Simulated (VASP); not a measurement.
# Ba8Ti8HO23 (a cell with a defect) in VASP: relaxation of the atoms with PBEsol

Aim: the relaxation of the atoms of Ba8Ti8HO23 (a cell with a defect) with PBEsol.

Program: VASP 6.6.1. These are calculated values, not measurements. Logs are shortened: lines on timing, memory, paths and dates and some standing lists are left out, and cuts for length are marked.

## 1. The cell of the first run

The cell holds a defect, 40 atoms: a = 7.940 Å, b = 7.940 Å, c = 7.940 Å, α = 90.00°, β = 90.00°, γ = 90.00°.

## 2. Relaxation of the atoms, PBEsol

INCAR reads:

```
ALGO     = Normal         # electronic algorithm
EDIFF    = 1E-7           # SCF threshold, eV
EDIFFG   = -0.03          # ionic threshold
ENCUT    = 520            # plane-wave cutoff, eV
GGA      = PS             # functional
GGA_COMPAT= F            
IBRION   = 2              # ionic algorithm
ISIF     = 2              # what is computed and relaxed
ISMEAR   = -1             # smearing method
ISYM     = 0            
LASPH    = T              # aspherical terms in the spheres
LCHARG   = F              # write CHGCAR
LREAL    = Auto         
LWAVE    = F              # write WAVECAR
NCORE    = 4            
NELECT   = 314.0        
NELM     = 120            # most SCF steps
NELMIN   = 4            
NSW      = 100            # ionic steps
PREC     = Accurate       # precision mode
SIGMA    = 0.05           # smearing width, eV
```

KPOINTS reads:

```
Automatic mesh
0
Gamma
  1 1 1
  0.25 0.25 0.25
```

POSCAR reads:

```
Ba8Ti8HO23
1.0
    7.9404200000      0.0000000000      0.0000000000
    0.0000000000      7.9404200000      0.0000000000
    0.0000000000      0.0000000000      7.9404200000
Ba Ti O H
8 8 23 1
Direct
    0.0004450000      0.9991420000      0.0003100000
    0.0003410000      0.0015570000      0.5042230000
    0.9990650000      0.5015810000      0.9985460000
    0.9997580000      0.5004200000      0.4996230000
    0.4980900000      0.0001890000      0.9982580000
    0.4955060000      0.9972320000      0.5013630000
    0.5021820000      0.5002850000      0.0011780000
    0.5060420000      0.4990820000      0.5045460000
    0.2493220000      0.2407240000      0.2529080000
    0.2484710000      0.2465680000      0.7518990000
    0.2457150000      0.7521410000      0.2494040000
    0.2547790000      0.7475710000      0.7512630000
    0.7501420000      0.2459100000      0.2483120000
    0.7465650000      0.2536250000      0.7507430000
    0.7477410000      0.7529150000      0.2479280000
    0.7500340000      0.7525960000      0.7477050000
    0.2472880000      0.2508970000      0.0022830000
    0.2530920000      0.7511390000      0.9960340000
    0.2518240000      0.7494860000      0.4981300000
    0.7496000000      0.2505520000      0.9964610000
    0.7497210000      0.2424990000      0.4983160000
    0.7476290000      0.7493930000      0.9947800000
    0.7505130000      0.7487490000      0.4987530000
    0.9978240000      0.2464200000      0.2455300000
    0.9991010000      0.2490200000      0.7445820000
    0.0002710000      0.7477540000      0.2496730000
    0.0008400000      0.7489130000      0.7466000000
    0.4996660000      0.2488610000      0.2459010000
    0.4954440000      0.2486870000      0.7505430000
    0.4961940000      0.7518430000      0.2521100000
    0.5027810000      0.7476410000      0.7472260000
    0.2471850000      0.9959070000      0.2514180000
    0.2471490000      0.9975080000      0.7504030000
    0.2509790000      0.4999820000      0.2513960000
    0.2468860000      0.4965120000      0.7529630000
    0.7537230000      0.9958060000      0.2465670000
    0.7474290000      0.0035980000      0.7482920000
    0.7484300000      0.5013380000      0.2509050000
    0.7493990000      0.4989160000      0.7482110000
    0.2497130000      0.2459220000      0.4988720000
```

Potentials or basis: VASP PAW PBE potentials, release 64 (Ba_sv, Ti_sv, O, H).

Launch:

```sh
$ cat potpaw_PBE.64/Ba_sv/POTCAR potpaw_PBE.64/Ti_sv/POTCAR potpaw_PBE.64/O/POTCAR potpaw_PBE.64/H/POTCAR > POTCAR
$ mpirun -np 4 vasp_std > vasp.out
```

OUTCAR:

```text
EDIFF = 1E-7
   EDIFFG = -0.03
   ENCUT = 520
   GGA = PS
   IBRION = 2
   ISIF = 2
   ISMEAR = -1
   ISYM = 0
   LASPH = T
   LREAL = Auto
   NELECT = 314.0
   NELM = 120
   NELMIN = 4
   NSW = 100
   PREC = Accurate

 ion  position               nearest neighbor table
   1  0.000  0.999  0.000-  24 2.77  36 2.77  33 2.79  32 2.80  17 2.80  18 2.81  26 2.81  20 2.82
                            22 2.82  27 2.83  37 2.84  25 2.84  11 3.40   9 3.41  10 3.41  13 3.42
   2  0.000  0.002  0.504-  25 2.74  21 2.76  33 2.77  40 2.77  27 2.78  37 2.79  32 2.81  23 2.82
                            19 2.83  24 2.83  36 2.83  26 2.85   9 3.39  10 3.40  16 3.41  11 3.44
   3  0.999  0.502  0.999-  35 2.77  26 2.79  17 2.80  22 2.80  27 2.80  39 2.81  20 2.81  24 2.82
                            38 2.82  18 2.83  34 2.83  25 2.84  11 3.43  14 3.43  12 3.43  16 3.44
   4  1.000  0.500  0.500-  27 2.78  25 2.79  26 2.79  23 2.79  39 2.80  34 2.80  38 2.81  35 2.81
                            19 2.81  21 2.85  24 2.85  11 3.43  16 3.44  14 3.44  12 3.46  10 3.46
   5  0.498  0.000  0.998-  18 2.77  29 2.79  28 2.79  33 2.80  37 2.80  22 2.81  17 2.82  20 2.82
                            30 2.82  31 2.83  36 2.83  32 2.83  10 3.40  12 3.41   9 3.41  15 3.42
   6  0.496  0.997  0.501-  19 2.76  40 2.78  30 2.78  31 2.78  33 2.79  32 2.80  37 2.80  21 2.81
                            29 2.81  23 2.83  28 2.85  36 2.88   9 3.38  12 3.39  16 3.42  11 3.42
   7  0.502  0.500  0.001-  22 2.78  38 2.78  28 2.79  20 2.79  18 2.81  39 2.81  31 2.81  34 2.82
                            29 2.82  30 2.82  35 2.83  17 2.83  14 3.40  12 3.41  15 3.42  13 3.44
   8  0.506  0.499  0.505-  39 2.73  31 2.76  23 2.77  38 2.79  29 2.79  21 2.81  19 2.83  30 2.84
                            35 2.85  34 2.85  28 2.86  14 3.36  16 3.40  12 3.42  15 3.45  13 3.46
   9  0.249  0.241  0.253-  32 1.94  28 1.99  17 1.99  24 2.00  34 2.06   6 3.38   2 3.39   1 3.41
                             5 3.41   4 3.47   7 3.50   3 3.51   8 3.52
  10  0.248  0.247  0.752-  29 1.96  33 1.98  25 1.98  35 1.98  17 1.99   2 3.40   5 3.40   1 3.41
                             6 3.42   3 3.44   4 3.46   7 3.47   8 3.47
  11  0.246  0.752  0.249-  32 1.94  26 1.95  19 1.98  30 1.99  34 2.00  18 2.01   1 3.40   6 3.42
                             4 3.43   3 3.43   2 3.44   5 3.45   7 3.47   8 3.52
  12  0.255  0.748  0.751-  18 1.94  31 1.97  33 1.99  35 1.99  19 2.01  27 2.02   6 3.39   5 3.41
                             7 3.41   8 3.42   3 3.43   4 3.46   1 3.46   2 3.46
  13  0.750  0.246  0.248-  24 1.97  21 1.99  36 1.99  28 1.99  20 2.00  38 2.03   1 3.42   5 3.43
                             7 3.44   2 3.44   8 3.46   3 3.46   4 3.46   6 3.47
  14  0.747  0.254  0.751-  39 1.95  20 1.95  37 1.99  29 1.99  25 2.01  21 2.01   8 3.36   7 3.40
                             3 3.43   5 3.44   4 3.44   2 3.45   6 3.47   1 3.47
  15  0.748  0.753  0.248-  36 1.93  23 1.99  30 2.00  38 2.00  26 2.01  22 2.01   7 3.42   1 3.42
                             5 3.42   6 3.44   3 3.45   8 3.45   4 3.47   2 3.47
  16  0.750  0.753  0.748-  22 1.96  31 1.96  23 1.98  27 1.99  37 1.99  39 2.01   8 3.40   2 3.41
                             6 3.42   1 3.44   4 3.44   5 3.44   3 3.44   7 3.46
  17  0.247  0.251  0.002-  10 1.99   9 1.99   1 2.80   3 2.80   5 2.82   7 2.83
  18  0.253  0.751  0.996-  12 1.94  11 2.01   5 2.77   7 2.81   1 2.81   3 2.83
  19  0.252  0.749  0.498-  11 1.98  12 2.01   6 2.76   4 2.81   2 2.83   8 2.83
  20  0.750  0.251  0.996-  14 1.95  13 2.00   7 2.79   3 2.81   5 2.82   1 2.82
  21  0.750  0.242  0.498-  13 1.99  14 2.01   2 2.76   6 2.81   8 2.81   4 2.85
  22  0.748  0.749  0.995-  16 1.96  15 2.01   7 2.78   3 2.80   5 2.81   1 2.82
[... 15 lines left out ...]
  38  0.748  0.501  0.251-  15 2.00  13 2.03   7 2.78   8 2.79   4 2.81   3 2.82
  39  0.749  0.499  0.748-  14 1.95  16 2.01   8 2.73   4 2.80   3 2.81   7 2.81
  40  0.250  0.246  0.499-   2 2.77   6 2.78

IMPORTANT INFORMATION: All symmetrisations will be switched off!
NOSYMM: (Re-)initialisation of all symmetry stuff for point group C_1.

----------------------------------------------------------------------------------------

                                     Primitive cell

  volume of cell :     500.6456

  direct lattice vectors                    reciprocal lattice vectors
     7.940420000  0.000000000  0.000000000     0.125937923  0.000000000  0.000000000
     0.000000000  7.940420000  0.000000000     0.000000000  0.125937923  0.000000000
     0.000000000  0.000000000  7.940420000     0.000000000  0.000000000  0.125937923

  length of vectors
     7.940420000  7.940420000  7.940420000     0.125937923  0.125937923  0.125937923

  position of ions in fractional coordinates (direct lattice)
     0.000445000  0.999142000  0.000310000
     0.000341000  0.001557000  0.504223000
     0.999065000  0.501581000  0.998546000
     0.999758000  0.500420000  0.499623000
     0.498090000  0.000189000  0.998258000
     0.495506000  0.997232000  0.501363000
[... 32 lines left out ...]
     0.749399000  0.498916000  0.748211000
     0.249713000  0.245922000  0.498872000

  ion indices of the primitive-cell ions
   primitive index   ion index
                 1           1
[... 76 lines left out ...]
   dimension x,y,z NGXF=   120 NGYF=  120 NGZF=  120
   ions per type =               8   8  23   1
   NGX,Y,Z   is equivalent  to a cutoff of  12.56, 12.56, 12.56 a.u.
   NGXF,Y,Z  is equivalent  to a cutoff of  25.12, 25.12, 25.12 a.u.
 SYSTEM =  unknown system
   PREC   = accura    normal or accurate (medium, high low for compatibility)
   ISTART =      0    job   : 0-new  1-cont  2-samecut
   ICHARG =      2    charge: 1-file 2-atom 10-const
   ISPIN  =      1    spin polarized calculation?
   LNONCOLLINEAR =      F non collinear calculations
   LSORBIT =      F    spin-orbit coupling
   LASPH  =      T    aspherical Exc in radial PAW
   ENCUT  =  520.0 eV  38.22 Ry    6.18 a.u.  14.76 14.76 14.76*2*pi/ulx,y,z
   NELM   =    120;   NELMIN=  4; NELMDL= -5     # of ELM steps
   EDIFF  = 0.1E-06   stopping-criterion for ELM
   LREAL  =      T    real-space projection
   EDIFFG = -.3E-01   stopping-criterion for IOM
   NSW    =    100    number of steps for IOM
   IBRION =      2    ionic relax: 0-MD 1-quasi-New 2-CG
   NFREE  =      1    steps in history (QN), initial steepest desc. (CG)
   ISIF   =      2    stress and relaxation
   ISYM   =      0    0-nonsym 1-usesym 2-fastsym
   POTIM  = 0.5000    time-step for ionic-motion
   TEBEG  =    0.0;   TEEND  =   0.0 temperature during run
   PSTRESS=    0.0 pullay stress
   NELECT =     314.0000    total number of electrons
   NUPDOWN=      -1.0000    fix difference up-down
   EMIN   =  10.00;   EMAX   =-10.00  energy-range for DOS
   EFERMI =   0.00;   METHOD = LEGACY
   ISMEAR =    -1;   SIGMA  =   0.05  broadening in eV -4-tet -1-fermi 0-gaus
   EFERMI_NEDOS =   21; number of points for ismear=-14 and -15
   IALGO  =     38    algorithm
   IMIX   =      4    mixing-type and parameters
     AMIX     =   0.40;   BMIX     =  1.00
     AMIX_MAG =   1.60;   BMIX_MAG =  1.00
  volume/ion in A,a.u.               =      12.52        84.46
  Fermi-wavevector in a.u.,A,eV,Ry     =   1.401333  2.648135 26.718212  1.963733
  Thomas-Fermi vector in A             =   2.524204
   LORBIT       =      0    0 simple, 1 ext, 2 COOP (PROOUT), +10 PAW based schemes
   GGA     = PS    functional components
   LHFCALC =     F    Hartree Fock is set to
   AEXX    =    0.0000 exact exchange contribution
   IVDW    =     0    specifies the selected vdW correction
   LEPSILON=     F    determine dielectric tensor
   LRPA    =     F    only Hartree local field effects (RPA)
 conjugate gradient relaxation of ions
 non-spin polarized calculation
  energy-cutoff  :      520.00
  volume of cell :      500.65
 maximum number of plane-waves:     13475
   NGX = 29   NGY = 29   NGZ = 29

--------------------------------------- Ionic step        1  -------------------------------------------

 number of electron     313.9999992 magnetization

 Free energy of the ion-electron system (eV)
  ---------------------------------------------------
  ext. energy  EPLUGINS =         0.00000000
  ---------------------------------------------------
  free energy    TOTEN  =      -335.12761973 eV

  energy without entropy =     -335.12761973  energy(sigma->0) =     -335.12761973

------------------------ aborting loop because EDIFF is reached ----------------------------------------

  FORCE on cell =-STRESS in cart. coord.  units (eV):
  Direction    XX          YY          ZZ          XY          YZ          ZX
  --------------------------------------------------------------------------------------
  -------------------------------------------------------------------------------------
  Total       -4.2377538     -3.6348610     -3.3968860      0.0047958      0.2131224      0.1067147
  in kB      -13.5617547    -11.6323636    -10.8707906      0.0153477      0.6820392      0.3415106
  external PRESSURE =     -12.0216363 kB  Pullay stress =       0.0000000 kB
[... 203 lines left out ...]
  FREE ENERGIE OF THE ION-ELECTRON SYSTEM (eV)
  ---------------------------------------------------
  free  energy   TOTEN  =      -335.7813038265 eV

  energy  without entropy=     -335.7813038261  energy(sigma->0) =     -335.78130383

[... ionic steps 4 to 24 ...]

--------------------------------------- Ionic step       25  -------------------------------------------

 number of electron     314.0000018 magnetization

------------------------ aborting loop because EDIFF is reached ----------------------------------------
[... 143 lines left out ...]
--------------------------------------- Ionic step       27  -------------------------------------------

 number of electron     314.0000020 magnetization

 Free energy of the ion-electron system (eV)
  ---------------------------------------------------
  ext. energy  EPLUGINS =         0.00000000
  ---------------------------------------------------
  free energy    TOTEN  =      -335.90446231 eV

  energy without entropy =     -335.90446231  energy(sigma->0) =     -335.90446231

 E-fermi :   4.8224     XC(G=0): -11.5541

 val. band max:        3.5825647371   @ k =  -0.2500   0.2500   0.2500
 cond. band min:       6.0810056982   @ k =   0.2500   0.2500   0.2500
 fundamental gap:      2.4984409611
 Fermi energy:         4.8224224556

 k-point     1 :       0.2500    0.2500    0.2500
  band No.  band energies     occupation
      1     -52.4420      2.00000
      2     -52.4270      2.00000
      3     -52.4141      2.00000
      4     -52.4032      2.00000
      5     -52.4019      2.00000
      6     -52.3959      2.00000
[... 677 lines left out ...]
    168       7.2953      0.00000
    169       7.3261      0.00000
 [bands above 169 left out]

------------------------ aborting loop because EDIFF is reached ----------------------------------------

  FORCE on cell =-STRESS in cart. coord.  units (eV):
  Direction    XX          YY          ZZ          XY          YZ          ZX
  --------------------------------------------------------------------------------------
  -------------------------------------------------------------------------------------
  Total       -1.1828523     -1.1774049      2.2290514      0.0077634      0.0234130     -0.0174152
  in kB       -3.7853903     -3.7679576      7.1334603      0.0248446      0.0749267     -0.0557325
  external PRESSURE =      -0.1399625 kB  Pullay stress =       0.0000000 kB
[... 55 lines left out ...]
  FREE ENERGIE OF THE ION-ELECTRON SYSTEM (eV)
  ---------------------------------------------------
  free  energy   TOTEN  =      -335.9044623137 eV

  energy  without entropy=     -335.9044623136  energy(sigma->0) =     -335.90446231

 reached required accuracy - stopping structural energy minimisation
```

Run time: 38 min. Hardware: 4 MPI ranks of Intel Xeon Platinum 8375C at 2.90GHz (Ice Lake), shared host; peak memory 0.27 GiB.

Results:

```
Free energy                  : -335.9045 eV
Energy gained by relaxing    : 19.4 meV/atom
Ionic steps                  : 27
Largest force after relaxing : 0.027 eV/Å
```

Forces on the atoms (eV/Å):
```
Ba  -0.004  0.000  0.010
Ba  -0.004  0.001  0.002
Ba  -0.003 -0.004 -0.001
Ba   0.001  0.002  0.001
Ba  -0.007 -0.002  0.004
Ba  -0.003 -0.003  0.002
Ba  -0.006  0.003  0.004
Ba   0.000  0.002  0.005
Ti  -0.013  0.003 -0.010
Ti  -0.005 -0.009 -0.010
Ti   0.003 -0.001 -0.002
Ti  -0.003  0.001  0.020
Ti  -0.013  0.006  0.007
Ti  -0.010  0.005  0.025
Ti   0.012 -0.003 -0.015
Ti  -0.017 -0.005 -0.005
O    0.011 -0.001  0.000
O   -0.004  0.001 -0.008
O   -0.003  0.010  0.000
O    0.005 -0.003 -0.002
O    0.003 -0.001  0.005
O    0.003 -0.001  0.011
O    0.002 -0.005 -0.003
O    0.001 -0.004 -0.001
O    0.012 -0.002 -0.006
O   -0.013 -0.001 -0.008
O    0.012  0.006  0.001
O    0.008  0.001 -0.001
O    0.013 -0.002 -0.005
O   -0.002 -0.005  0.000
O   -0.006  0.004  0.002
O    0.003 -0.004 -0.008
O   -0.001  0.000 -0.009
O    0.001 -0.004 -0.010
O    0.003  0.006 -0.006
O    0.003 -0.003  0.003
O    0.005  0.007  0.000
O    0.005 -0.003 -0.006
O    0.008  0.001  0.002
H    0.003  0.006  0.011
```

Step by step:
| step | energy change (eV) | largest force (eV/Å) | pressure (GPa) |
| --- | --- | --- | --- |
| 1 | 0.0000 | 3.3257 | -1.20 |
| 2 | -0.5885 | 1.3615 | -0.58 |
| 3 | -0.6537 | 0.3473 | -0.82 |
| 4 | -0.7134 | 0.2214 | -0.82 |
| 5 | -0.7231 | 0.2923 | -0.80 |
| 6 | -0.7455 | 0.0875 | -0.85 |
| 7 | -0.7455 | 0.0910 | -0.85 |
| 8 | -0.7502 | 0.1017 | -0.83 |
| 9 | -0.7526 | 0.1542 | -0.78 |
| 10 | -0.7558 | 0.0893 | -0.75 |
| 11 | -0.7579 | 0.0989 | -0.70 |
| 12 | -0.7613 | 0.0779 | -0.64 |
| 13 | -0.7666 | 0.0989 | -0.44 |
| 14 | -0.7694 | 0.0623 | -0.31 |
| 15 | -0.7694 | 0.0684 | -0.29 |
| 16 | -0.7713 | 0.0699 | -0.21 |
| 17 | -0.7717 | 0.1136 | -0.15 |
| 18 | -0.7732 | 0.0753 | -0.09 |
| 19 | -0.7732 | 0.0905 | -0.08 |
| 20 | -0.7746 | 0.0403 | -0.05 |
| 21 | -0.7748 | 0.0536 | -0.03 |
| 22 | -0.7758 | 0.0469 | -0.02 |
| 23 | -0.7758 | 0.0447 | -0.02 |
| 24 | -0.7765 | 0.0368 | -0.02 |
| 25 | -0.7765 | 0.0444 | -0.01 |
| 26 | -0.7768 | 0.0432 | -0.01 |
| 27 | -0.7768 | 0.0274 | -0.01 |

Final structure:
```
Ba Ti O H
1.0
     7.94042    0.00000    0.00000
     0.00000    7.94042    0.00000
     0.00000    0.00000    7.94042
Ba Ti O H
8 8 23 1
Cartesian
  7.9191 7.9084 0.0045
  7.9294 7.9212 3.9770
  7.9166 3.9854 0.0054
  7.9247 3.9747 3.9813
  3.9933 7.9077 0.0011
  3.9772 7.9234 3.9747
  3.9948 3.9824 0.0073
  3.9811 3.9718 3.9729
  2.0292 1.9391 1.8884
  1.9660 1.9426 6.0477
  1.9385 5.8975 2.0456
  2.0301 5.8994 5.9949
  6.0152 2.0134 2.0433
  5.9320 2.0173 5.9932
  5.9067 5.9867 2.0190
  5.9998 5.9895 5.9812
  1.9728 1.9884 7.9317
  1.9814 5.9577 7.8965
  1.9803 5.9568 3.9336
  5.9453 1.9636 7.8947
  5.9455 1.9631 3.9322
  5.9500 5.9352 7.9054
  5.9495 5.9359 3.9363
  7.9364 1.9811 2.0045
  0.0288 1.9814 5.9092
  0.0216 5.9482 1.9680
  7.9141 5.9450 5.9364
  3.9056 1.9814 2.0093
  3.9368 1.9807 5.9113
  3.9805 5.9485 1.9661
  3.9377 5.9454 5.9359
  1.9746 0.0509 2.0104
  1.9774 0.0489 5.9094
  1.9750 3.9594 2.0073
  1.9770 3.9586 5.9117
  5.9501 7.9133 1.9647
  5.9449 7.9092 5.9363
  5.9497 3.9325 1.9673
  5.9437 3.9298 5.9353
  1.9733 1.9874 3.9521
```

Levels at points of the mesh, in eV from the Fermi level:
```
           k point  band 155  band 156  band 157  band 158  band 159  band 160
(0.25, 0.25, 0.25)     -1.35     -1.28     -1.24      1.26      1.35      1.41
```

Caveat: the cell carries a net charge on a neutralising background, which shifts energy and pressure; the cell is charged against a uniform background, so pressure and absolute levels hang on convention; the PAW data sets were made with another functional, which shifts forces and pressure a little; spin-orbit coupling is left out, which moves the levels of the heavy elements.
